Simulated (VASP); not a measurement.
Here is a VASP 6.6.1 calculation.

INCAR

```
SYSTEM = Ga2BAs3
PREC = Accurate ; ENCUT = 520
EDIFF = 1E-6 ; ISMEAR = -1
SIGMA = 0.02 ; LREAL = .FALSE.
LASPH = .TRUE. ; NELM = 80
ALGO = Normal ; ISIF = 2
LWAVE = .FALSE. ; LCHARG = .FALSE.
GGA = PE ; NBANDS = 31
```

Contents of KPOINTS:

```
Automatic mesh
0
G
  8 8 8
  0 0 0
```

POSCAR

```
Ga2BAs3
1.0
   -1.8864242196      5.6835802481      2.7152851594
    1.8864242196     -5.6835802481      2.7152851594
    1.8864242196      5.6835802481     -2.7152851594
B As Ga
1 3 2
Direct
    0.0067199799      0.0067199799      0.0000000000
    0.7952418571      0.2952418571      0.5000000000
    0.3749120847      0.2240978965      0.1508141882
    0.0732837083      0.2240978965      0.8491858118
    0.6625314165     -0.0000788150      0.6626102315
    0.3373109535     -0.0000788150      0.3373897685
```

Potentials or basis: VASP PAW PBE potentials, release 64 (B, As, Ga_d).

The run is started by

```bash
$ cat potpaw_PBE.64/B/POTCAR potpaw_PBE.64/As/POTCAR potpaw_PBE.64/Ga_d/POTCAR > POTCAR
$ mpirun -np 1 vasp_std > vasp.out
```

(1) Predict the band gap on the k mesh.

(2) Estimate the largest force.

(3) What does it give for the pressure?

Results:

(1) 0.55 eV (least direct gap 0.81 eV).

(2) 0.219 eV/Å.

(3) 2.9 GPa.

Caveat: semilocal functionals underestimate gaps, and a narrow one can read as zero.
